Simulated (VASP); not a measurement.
# CuB12 (Pm-3m) in VASP: single point with PBE

Aim: the single point of CuB12 with PBE.

Program: VASP 6.6.1. These are calculated values, not measurements. Logs are shortened: lines on timing, memory, paths and dates and some standing lists are left out, and cuts for length are marked.

## 1. The cell of the first run

Symmetry: Pm-3m, No. 221, cubic system. Conventional cell: a = 5.016 Å, b = 5.016 Å, c = 5.016 Å, α = 90.00°, β = 90.00°, γ = 90.00°. Within 2.3 Å of Cu (site symmetry m-3m) lie 6 B at 1.76 Å. B (site symmetry 4mm) has 5 B at 1.88 to 2.36 Å within 2.5 Å. Within 2.0 Å of B (site symmetry 4mm) lie 1 B at 1.49 Å and 1 Cu at 1.76 Å.

## 2. Single point, PBE

Contents of INCAR:

```
SYSTEM = CuB12
ALGO     = Normal         ! electronic algorithm
EDIFF    = 1E-6           ! SCF threshold, eV
ENCUT    = 600            ! plane-wave cutoff, eV
GGA      = PE             ! functional
GGA_COMPAT= .False.      
ISIF     = 2              ! what is computed and relaxed
ISMEAR   = 0              ! smearing method
LASPH    = .True.         ! aspherical terms in the spheres
LCHARG   = .False.        ! write CHGCAR
LREAL    = .False.        ! projectors in reciprocal space
LWAVE    = .False.        ! write WAVECAR
NBANDS   = 36             ! bands
NELECT   = 48.0         
NELM     = 120            ! most SCF steps
PREC     = Accurate       ! precision mode
SIGMA    = 0.1            ! smearing width, eV
```

Contents of KPOINTS:

```
k-points
0
Gamma
  8 8 8
  0 0 0
```

Contents of POSCAR:

```
CuB12
1.0
    5.0162653028      0.0000000000      0.0000000000
    0.0000000000      5.0162653028      0.0000000000
    0.0000000000      0.0000000000      5.0162653028
Cu B
1 12
Direct
    0.5000000000      0.5000000000      0.5000000000
    0.2652506162      0.0000000000      0.0000000000
    0.7347493838      0.0000000000      0.0000000000
    0.0000000000      0.2652506162      0.0000000000
    0.0000000000      0.7347493838      0.0000000000
    0.0000000000      0.0000000000      0.2652506162
    0.0000000000      0.0000000000      0.7347493838
    0.1485635737      0.5000000000      0.5000000000
    0.8514364263      0.5000000000      0.5000000000
    0.5000000000      0.1485635737      0.5000000000
    0.5000000000      0.8514364263      0.5000000000
    0.5000000000      0.5000000000      0.1485635737
    0.5000000000      0.5000000000      0.8514364263
```

Potentials or basis: VASP PAW PBE potentials, release 64 (Cu, B).

The run is started by

```console
$ cat potpaw_PBE.64/Cu/POTCAR potpaw_PBE.64/B/POTCAR > POTCAR
$ mpirun -np 1 vasp_std > vasp.out
```

OUTCAR:

```text
SYSTEM = CuB12
   EDIFF = 1E-6
   ENCUT = 600
   GGA = PE
   ISIF = 2
   ISMEAR = 0
   LASPH = .True.
   LREAL = .False.
   NELECT = 48.0
   NELM = 120
   PREC = Accurate

 ion  position               nearest neighbor table
   1  0.500  0.500  0.500-   8 1.76   9 1.76  10 1.76  11 1.76  12 1.76  13 1.76
   2  0.265  0.000  0.000-   4 1.88   5 1.88   6 1.88   7 1.88
   3  0.735  0.000  0.000-   4 1.88   5 1.88   6 1.88   7 1.88
   4  0.000  0.265  0.000-   2 1.88   3 1.88   6 1.88   7 1.88
   5  0.000  0.735  0.000-   2 1.88   3 1.88   6 1.88   7 1.88
   6  0.000  0.000  0.265-   2 1.88   3 1.88   4 1.88   5 1.88
   7  0.000  0.000  0.735-   2 1.88   3 1.88   4 1.88   5 1.88
   8  0.149  0.500  0.500-   9 1.49   1 1.76
   9  0.851  0.500  0.500-   8 1.49   1 1.76
  10  0.500  0.149  0.500-  11 1.49   1 1.76
  11  0.500  0.851  0.500-  10 1.49   1 1.76
  12  0.500  0.500  0.149-  13 1.49   1 1.76
  13  0.500  0.500  0.851-  12 1.49   1 1.76

  LATTYP: Found a simple cubic cell.
 ALAT       =     5.0162653028

  Lattice vectors:

 A1 = (   5.0162653028,   0.0000000000,   0.0000000000)
 A2 = (   0.0000000000,   5.0162653028,   0.0000000000)
 A3 = (   0.0000000000,   0.0000000000,   5.0162653028)

Analysis of symmetry for initial positions (statically):
=====================================================================
 Subroutine PRICEL returns:
 Original cell was already a primitive cell.

 Routine SETGRP: Setting up the symmetry group for a
 simple cubic supercell.

 Subroutine GETGRP returns: Found 48 space group operations
 (whereof 48 operations were pure point group operations)
 out of a pool of 48 trial point group operations.

The static configuration has the point symmetry O_h .

Analysis of symmetry for dynamics (positions and initial velocities):
=====================================================================
 Subroutine PRICEL returns:
 Original cell was already a primitive cell.

 Routine SETGRP: Setting up the symmetry group for a
 simple cubic supercell.

 Subroutine GETGRP returns: Found 48 space group operations
 (whereof 48 operations were pure point group operations)
 out of a pool of 48 trial point group operations.

The dynamic configuration has the point symmetry O_h .

 Subroutine INISYM returns: Found 48 space group operations
 (whereof 48 operations are pure point group operations),
 and found     1 'primitive' translations

----------------------------------------------------------------------------------------

                                     Primitive cell

  volume of cell :     126.2239

  direct lattice vectors                    reciprocal lattice vectors
     5.016265303  0.000000000  0.000000000     0.199351498  0.000000000  0.000000000
     0.000000000  5.016265303  0.000000000     0.000000000  0.199351498  0.000000000
     0.000000000  0.000000000  5.016265303     0.000000000  0.000000000  0.199351498

  length of vectors
     5.016265303  5.016265303  5.016265303     0.199351498  0.199351498  0.199351498

  position of ions in fractional coordinates (direct lattice)
     0.500000000  0.500000000  0.500000000
     0.265250616  0.000000000  0.000000000
     0.734749384  0.000000000  0.000000000
     0.000000000  0.265250616  0.000000000
     0.000000000  0.734749384  0.000000000
     0.000000000  0.000000000  0.265250616
     0.000000000  0.000000000  0.734749384
     0.148563574  0.500000000  0.500000000
     0.851436426  0.500000000  0.500000000
     0.500000000  0.148563574  0.500000000
     0.500000000  0.851436426  0.500000000
     0.500000000  0.500000000  0.148563574
     0.500000000  0.500000000  0.851436426

  ion indices of the primitive-cell ions
   primitive index   ion index
                 1           1
                 2           2
                 3           3
                 4           4
                 5           5
                 6           6
                 7           7
                 8           8
                 9           9
                10          10
                11          11
                12          12
                13          13

----------------------------------------------------------------------------------------

 KPOINTS: k-points

Automatic generation of k-mesh.
 Grid dimensions read from file:
 generate k-points for:    8    8    8

 Generating k-lattice:

  Cartesian coordinates                     Fractional coordinates (reciprocal lattice)
     0.024918937  0.000000000  0.000000000     0.125000000  0.000000000  0.000000000
     0.000000000  0.024918937  0.000000000     0.000000000  0.125000000  0.000000000
     0.000000000  0.000000000  0.024918937     0.000000000  0.000000000  0.125000000

  Length of vectors
     0.024918937  0.024918937  0.024918937

  Shift w.r.t. Gamma in fractional coordinates (k-lattice)
     0.000000000  0.000000000  0.000000000

 Subroutine IBZKPT returns following result:
 ===========================================

 Found     35 irreducible k-points:

 Following reciprocal coordinates:
            Coordinates               Weight
  0.000000  0.000000  0.000000      1.000000
  0.125000  0.000000  0.000000      6.000000
  0.250000  0.000000  0.000000      6.000000
  0.375000  0.000000  0.000000      6.000000
  0.500000  0.000000  0.000000      3.000000
  0.125000  0.125000  0.000000     12.000000
[... 16 lines left out ...]
  0.375000  0.375000  0.125000     24.000000
  0.500000  0.375000  0.125000     24.000000
 [... further k-points ...]
   k-points           NKPTS =     35   k-points in BZ     NKDIM =     35   number of bands    NBANDS=     36
   number of dos      NEDOS =    301   number of ions     NIONS =     13
   total plane-waves  NPLWV =  64000
   dimension x,y,z NGX =    40 NGY =   40 NGZ =   40
   dimension x,y,z NGXF=    80 NGYF=   80 NGZF=   80
   ions per type =               1  12
   NGX,Y,Z   is equivalent  to a cutoff of  13.26, 13.26, 13.26 a.u.
   NGXF,Y,Z  is equivalent  to a cutoff of  26.51, 26.51, 26.51 a.u.
 SYSTEM =  CuB12
   PREC   = accura    normal or accurate (medium, high low for compatibility)
   ISTART =      0    job   : 0-new  1-cont  2-samecut
   ICHARG =      2    charge: 1-file 2-atom 10-const
   ISPIN  =      1    spin polarized calculation?
   LNONCOLLINEAR =      F non collinear calculations
   LSORBIT =      F    spin-orbit coupling
   LASPH  =      T    aspherical Exc in radial PAW
   ENCUT  =  600.0 eV  44.10 Ry    6.64 a.u.  10.02 10.02 10.02*2*pi/ulx,y,z
   NELM   =    120;   NELMIN=  2; NELMDL= -5     # of ELM steps
   EDIFF  = 0.1E-05   stopping-criterion for ELM
   LREAL  =      F    real-space projection
   EDIFFG = 0.1E-04   stopping-criterion for IOM
   NSW    =      0    number of steps for IOM
   IBRION =     -1    ionic relax: 0-MD 1-quasi-New 2-CG
   NFREE  =      0    steps in history (QN), initial steepest desc. (CG)
   ISIF   =      2    stress and relaxation
   ISYM   =      2    0-nonsym 1-usesym 2-fastsym
   POTIM  = 0.5000    time-step for ionic-motion
   TEBEG  =    0.0;   TEEND  =   0.0 temperature during run
   PSTRESS=    0.0 pullay stress
   NELECT =      48.0000    total number of electrons
   NUPDOWN=      -1.0000    fix difference up-down
   EMIN   =  10.00;   EMAX   =-10.00  energy-range for DOS
   EFERMI =   0.00;   METHOD = LEGACY
   ISMEAR =     0;   SIGMA  =   0.10  broadening in eV -4-tet -1-fermi 0-gaus
   EFERMI_NEDOS =   21; number of points for ismear=-14 and -15
   IALGO  =     38    algorithm
   IMIX   =      4    mixing-type and parameters
     AMIX     =   0.40;   BMIX     =  1.00
     AMIX_MAG =   1.60;   BMIX_MAG =  1.00
  volume/ion in A,a.u.               =       9.71        65.52
  Fermi-wavevector in a.u.,A,eV,Ry     =   1.186064  2.241336 19.139962  1.406748
  Thomas-Fermi vector in A             =   2.322244
   LORBIT       =      0    0 simple, 1 ext, 2 COOP (PROOUT), +10 PAW based schemes
   GGA     = PE    functional components
   LHFCALC =     F    Hartree Fock is set to
   AEXX    =    0.0000 exact exchange contribution
   IVDW    =     0    specifies the selected vdW correction
   LEPSILON=     F    determine dielectric tensor
   LRPA    =     F    only Hartree local field effects (RPA)
 non-spin polarized calculation
 Gauss-broadening in eV      SIGMA  =   0.10
  energy-cutoff  :      600.00
  volume of cell :      126.22
 maximum number of plane-waves:      4237
   NGX = 21   NGY = 21   NGZ = 21

 number of electron      48.0000008 magnetization

 Free energy of the ion-electron system (eV)
  ---------------------------------------------------
  ext. energy  EPLUGINS =         0.00000000
  ---------------------------------------------------
  free energy    TOTEN  =       -57.90213601 eV

  energy without entropy =      -57.88087074  energy(sigma->0) =      -57.89150338

 E-fermi :   5.1185     XC(G=0): -10.9472

 val. band max:        5.0876603938   @ k =   0.5000   0.3750   0.0000
 cond. band min:       5.1295921112   @ k =   0.5000   0.5000   0.3750
 fundamental gap:      0.0419317175
 Fermi energy:         5.1185259793

 k-point     1 :       0.0000    0.0000    0.0000
  band No.  band energies     occupation
      1      -9.3767      2.00000
      2      -6.7991      2.00000
      3      -4.6292      2.00000
      4      -4.6292      2.00000
      5      -3.2968      2.00000
      6      -3.2968      2.00000
[... 28 lines left out ...]
     35      10.1975      0.00000
     36      10.1976      0.00000
[... 866 lines left out ...]
      6      -4.1054      2.00000
[... 28 lines left out ...]
     35       9.5640      0.00000
     36       9.6417      0.00000

 [... further k-points ...]

------------------------ aborting loop because EDIFF is reached ----------------------------------------

  FORCE on cell =-STRESS in cart. coord.  units (eV):
  Direction    XX          YY          ZZ          XY          YZ          ZX
  --------------------------------------------------------------------------------------
  -------------------------------------------------------------------------------------
  Total        8.7194151      8.7194151      8.7194151      0.0000000      0.0000000     -0.0000000
  in kB      110.6767616    110.6767616    110.6767616      0.0000000      0.0000000     -0.0000000
  external PRESSURE =     110.6767616 kB  Pullay stress =       0.0000000 kB

 VOLUME and BASIS-vectors are now :
 -----------------------------------------------------------------------------
  energy-cutoff  :      600.00
  volume of cell :      126.22
      direct lattice vectors                 reciprocal lattice vectors
     5.016265303  0.000000000  0.000000000     0.199351498  0.000000000  0.000000000
     0.000000000  5.016265303  0.000000000     0.000000000  0.199351498  0.000000000
     0.000000000  0.000000000  5.016265303     0.000000000  0.000000000  0.199351498

 POSITION                                       TOTAL-FORCE (eV/Angst)
 -----------------------------------------------------------------------------------
      2.50813      2.50813      2.50813        -0.000000      0.000000      0.000000
      1.33057      0.00000      0.00000        -0.177841      0.000000      0.000000
      3.68570      0.00000      0.00000         0.177841      0.000000      0.000000
      0.00000      1.33057      0.00000        -0.000000     -0.177841      0.000000
      0.00000      3.68570      0.00000        -0.000000      0.177841      0.000000
      0.00000      0.00000      1.33057        -0.000000      0.000000     -0.177841
      0.00000      0.00000      3.68570        -0.000000      0.000000      0.177841
      0.74523      2.50813      2.50813        -0.580780      0.000000      0.000000
      4.27103      2.50813      2.50813         0.580780      0.000000      0.000000
      2.50813      0.74523      2.50813        -0.000000     -0.580780      0.000000
      2.50813      4.27103      2.50813        -0.000000      0.580780      0.000000
      2.50813      2.50813      0.74523        -0.000000      0.000000     -0.580780
      2.50813      2.50813      4.27103        -0.000000      0.000000      0.580780
 -----------------------------------------------------------------------------------
    total drift:                               -0.000000      0.000000     -0.000000

  FREE ENERGIE OF THE ION-ELECTRON SYSTEM (eV)
  ---------------------------------------------------
  free  energy   TOTEN  =       -57.9021360071 eV

  energy  without entropy=      -57.8808707430  energy(sigma->0) =      -57.89150338
```

Wall time 5.7 min (1 thread of Intel Xeon 8259CL, shared host); peak memory 0.33 GiB.

Results:

```
Free energy   : -57.9021 eV
Largest force : 0.581 eV/Å
```

Forces in eV/Å, atoms in the order of the input:
```
Cu   0.000  0.000  0.000
B   -0.178  0.000  0.000
B    0.178  0.000  0.000
B    0.000 -0.178  0.000
B    0.000  0.178  0.000
B    0.000  0.000 -0.178
B    0.000  0.000  0.178
B   -0.581  0.000  0.000
B    0.581  0.000  0.000
B    0.000 -0.581  0.000
B    0.000  0.581  0.000
B    0.000  0.000 -0.581
B    0.000  0.000  0.581
```

Caveat: the cell carries a net charge on a neutralising background, which shifts energy and pressure; the cell is charged against a uniform background, so pressure and absolute levels hang on convention.
